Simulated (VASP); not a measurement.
# Si (P2_1/m) in VASP: a series of runs, part 3 of 3

VASP 6.6.1.

### Step 6. Single point, LDA

This run uses another cell than the first one, of 20.70 Å³/atom.

Input file INCAR:

```
ALGO     = Fast           # electronic algorithm
EDIFF    = 1E-6           # SCF threshold, eV
ENCUT    = 520            # plane-wave cutoff, eV
GGA      = CA             # functional
ISIF     = 2              # what is computed and relaxed
ISMEAR   = 0              # smearing method
LASPH    = True           # aspherical terms in the spheres
LCHARG   = False          # write CHGCAR
LREAL    = False          # projectors in reciprocal space
LWAVE    = False          # write WAVECAR
NBANDS   = 36             # bands
NELM     = 100            # most SCF steps
PREC     = Accurate       # precision mode
SIGMA    = 0.03           # smearing width, eV
```

Input file KPOINTS:

```
k-points
0
Gamma
  10 10 4
```

Input file POSCAR:

```
Si
1.0
    2.6977560443     -5.6055439737      0.0000000000
    1.1015778651      5.0356438873      0.0000000000
    0.0000000000      0.0000000000     12.5702440454
Si
12
Direct
    0.7570666288      0.2429333712      0.9449750226
    0.2429333712      0.7570666288      0.0550249774
    0.7570666288      0.2429333712      0.5550249774
    0.2429333712      0.7570666288      0.4449750226
    0.4287015211      0.5712984789      0.1572276936
    0.5712984789      0.4287015211      0.8427723064
    0.4287015211      0.5712984789      0.3427723064
    0.5712984789      0.4287015211      0.6572276936
    0.9711041075      0.0288958925      0.9092746508
    0.0288958925      0.9711041075      0.0907253492
    0.9711041075      0.0288958925      0.5907253492
    0.0288958925      0.9711041075      0.4092746508
```

Potentials or basis: VASP PAW LDA potentials, release 64 (Si).

On the command line:

```bash
cat potpaw_LDA.64/Si/POTCAR > POTCAR
mpirun -np 1 vasp_std > vasp.out
```

OUTCAR:

```text
EDIFF = 1E-6
   ENCUT = 520
   GGA = CA
   ISIF = 2
   ISMEAR = 0
   LASPH = True
   LREAL = False
   NELM = 100
   PREC = Accurate

 ion  position               nearest neighbor table
   1  0.757  0.243  0.945-   2 2.34   9 2.35   6 2.38   2 2.41   9 3.14
   2  0.243  0.757  0.055-   1 2.34  10 2.35   5 2.38   1 2.41  10 3.14
   3  0.757  0.243  0.555-   4 2.34  11 2.35   8 2.38   4 2.41  11 3.14
   4  0.243  0.757  0.445-   3 2.34  12 2.35   7 2.38   3 2.41  12 3.14
   5  0.429  0.571  0.157-  10 2.08   7 2.33   2 2.38  10 2.60
   6  0.571  0.429  0.843-   9 2.08   8 2.33   1 2.38   9 2.60
   7  0.429  0.571  0.343-  12 2.08   5 2.33   4 2.38  12 2.60
   8  0.571  0.429  0.657-  11 2.08   6 2.33   3 2.38  11 2.60
   9  0.971  0.029  0.909-   6 2.08   1 2.35  10 2.36   6 2.60   1 3.14
  10  0.029  0.971  0.091-   5 2.08   2 2.35   9 2.36   5 2.60   2 3.14
  11  0.971  0.029  0.591-   8 2.08   3 2.35  12 2.36   8 2.60   3 3.14
  12  0.029  0.971  0.409-   7 2.08   4 2.35  11 2.36   7 2.60   4 3.14

  Warning from LATTYP: Monoclinic adjustment (A1->A3, A2->A1, A3->A2)!
[... 1152 lines left out ...]
     35       8.8105      0.00000
     36       9.2098      0.00000

 [... further k-points ...]

------------------------ aborting loop because EDIFF is reached ----------------------------------------

  FORCE on cell =-STRESS in cart. coord.  units (eV):
  Direction    XX          YY          ZZ          XY          YZ          ZX
  --------------------------------------------------------------------------------------
  -------------------------------------------------------------------------------------
  Total        9.9843902      2.7463913      5.8241690     26.6903105      0.0000000      0.0000000
  in kB       64.4027001     17.7151543     37.5678632    172.1615461      0.0000000      0.0000000
  external PRESSURE =      39.8952392 kB  Pullay stress =       0.0000000 kB

 VOLUME and BASIS-vectors are now :
 -----------------------------------------------------------------------------
  energy-cutoff  :      520.00
  volume of cell :      248.39
      direct lattice vectors                 reciprocal lattice vectors
     2.697756044 -5.605543974  0.000000000     0.254841801 -0.055748201  0.000000000
     1.101577865  5.035643887  0.000000000     0.283683071  0.136526932  0.000000000
     0.000000000  0.000000000 12.570244045     0.000000000  0.000000000  0.079552950

 POSITION                                       TOTAL-FORCE (eV/Angst)
 -----------------------------------------------------------------------------------
      2.30999     -3.02044     11.87857        -0.503121     -0.036133     -0.389018
      1.48934      2.45054      0.69168         0.503121      0.036133      0.389018
      2.30999     -3.02044      6.97680        -0.503121     -0.036133      0.389018
      1.48934      2.45054      5.59344         0.503121      0.036133     -0.389018
      1.78586      0.47375      1.97639         3.343690      1.198909      1.149235
      2.01347     -1.04365     10.59385        -3.343690     -1.198909     -1.149235
      1.78586      0.47375      4.30873         3.343690      1.198909     -1.149235
      2.01347     -1.04365      8.26151        -3.343690     -1.198909      1.149235
      2.65163     -5.29806     11.42980         3.165707      0.791050      0.937259
      1.14770      4.72816      1.14044        -3.165707     -0.791050     -0.937259
      2.65163     -5.29806      7.42556         3.165707      0.791050     -0.937259
      1.14770      4.72816      5.14468        -3.165707     -0.791050      0.937259
 -----------------------------------------------------------------------------------
    total drift:                               -0.000000      0.000000      0.000000

  FREE ENERGIE OF THE ION-ELECTRON SYSTEM (eV)
  ---------------------------------------------------
  free  energy   TOTEN  =       -65.7269773360 eV

  energy  without entropy=      -65.7253605992  energy(sigma->0) =      -65.72616897
```

OSZICAR:

```text
N       E                     dE             d eps       ncg     rms          rms(c)
DAV:   1     0.113628368721E+03    0.11363E+03   -0.18010E+04 11232   0.109E+03
DAV:   2    -0.574323807574E+02   -0.17106E+03   -0.15950E+03 13732   0.163E+02
[... 13 lines left out ...]
RMM:  16    -0.657269797196E+02    0.15582E-02   -0.58009E-03 17698   0.183E-01    0.617E-02
RMM:  17    -0.657270306563E+02   -0.50937E-04   -0.12417E-04 13111   0.556E-02    0.673E-02
RMM:  18    -0.657269969563E+02    0.33700E-04   -0.43230E-05 14214   0.244E-02    0.403E-02
RMM:  19    -0.657269767704E+02    0.20186E-04   -0.64552E-05 13404   0.228E-02    0.163E-02
RMM:  20    -0.657269777759E+02   -0.10054E-05   -0.13158E-05 14181   0.146E-02    0.109E-02
RMM:  21    -0.657269773360E+02    0.43991E-06   -0.61530E-06 11712   0.848E-03
   1 F= -.65726977E+02 E0= -.65726169E+02  d E =-.161674E-02
```

stdout:

```text
POSCAR found type information on POSCAR Si
 POSCAR found :  1 types and      12 ions
 scaLAPACK will be used
 LDA part: xc-table for (Slater(with rela. corr.)+CA(PZ))
 , standard interpolation
 POSCAR, INCAR and KPOINTS ok, starting setup
 FFT: planning ... GRIDC
 FFT: planning ... GRID_SOFT
 FFT: planning ... GRID
 WAVECAR not read
 entering main loop
```

Run time: 1.5 h. Hardware: 1 thread of Oxide Virtual Turin-like, shared host; peak memory 0.91 GiB.

What came out:

```yaml
Free_energy: -65.7270 eV
Pressure: 4.0 GPa
Largest_force: 3.733 eV/Å
Band_gap_on_the_k_mesh: zero (bands 24 and 25 overlap by 0.48 eV)
```

Forces on the atoms (eV/Å):
```
Si  -0.503 -0.036 -0.389
Si   0.503  0.036  0.389
Si  -0.503 -0.036  0.389
Si   0.503  0.036 -0.389
Si   3.344  1.199  1.149
Si  -3.344 -1.199 -1.149
Si   3.344  1.199 -1.149
Si  -3.344 -1.199  1.149
Si   3.166  0.791  0.937
Si  -3.166 -0.791 -0.937
Si   3.166  0.791 -0.937
Si  -3.166 -0.791  0.937
```

Stress tensor (GPa, compression positive):
```
 6.44 17.22  0.00
17.22  1.77  0.00
 0.00  0.00  3.76
```

Caveat: the cell stands under pressure; semilocal functionals underestimate gaps, and a narrow one can read as zero; forces of over 1 eV/Å act on the atoms, so gaps and moduli don't describe the material at rest.

### Step 7. Summary

```tsv
cell	gap on the mesh (eV)	pressure (GPa)	largest force (eV/Å)
a = 5.228, b = 4.427, c = 12.570 Å, angles 90.0, 90.0, 141.7°, 12 atoms	none	63.8	11.39
a = 5.861, b = 5.059, c = 12.570 Å, angles 90.0, 90.0, 141.5°, 12 atoms	none	11.1	3.86
a = 6.853, b = 5.786, c = 12.570 Å, angles 90.0, 90.0, 141.7°, 12 atoms	none	-9.1	0.92
a = 6.010, b = 4.945, c = 12.570 Å, angles 90.0, 90.0, 142.1°, 12 atoms	none	13.0	5.56
a = 6.221, b = 5.155, c = 12.570 Å, angles 90.0, 90.0, 142.0°, 12 atoms	none	4.0	3.73
```

Alike in all rows: task single point; level LDA; potentials or basis VASP PAW LDA potentials, release 64 (Si); no spin polarisation; k mesh 10 × 10 × 4; cutoff (eV) 520; smearing gaussian 0.03 eV.

Caveats: forces of over 1 eV/Å act on the atoms, so gaps and moduli don't describe the material at rest (at least some runs); semilocal functionals underestimate gaps, and a narrow one can read as zero (at least some runs); the stress differs along the axes, from 39 to 81 GPa (at least some runs); the stress differs along the axes, from 7 to 15 GPa (at least some runs); the stress differs along the axes, from -13 to -3 GPa (at least some runs); the stress differs along the axes, from 9 to 19 GPa (at least some runs); the cell stands under pressure (at least some runs).

Total energies depend on the potentials used, so only differences within one code and one set of settings carry meaning.
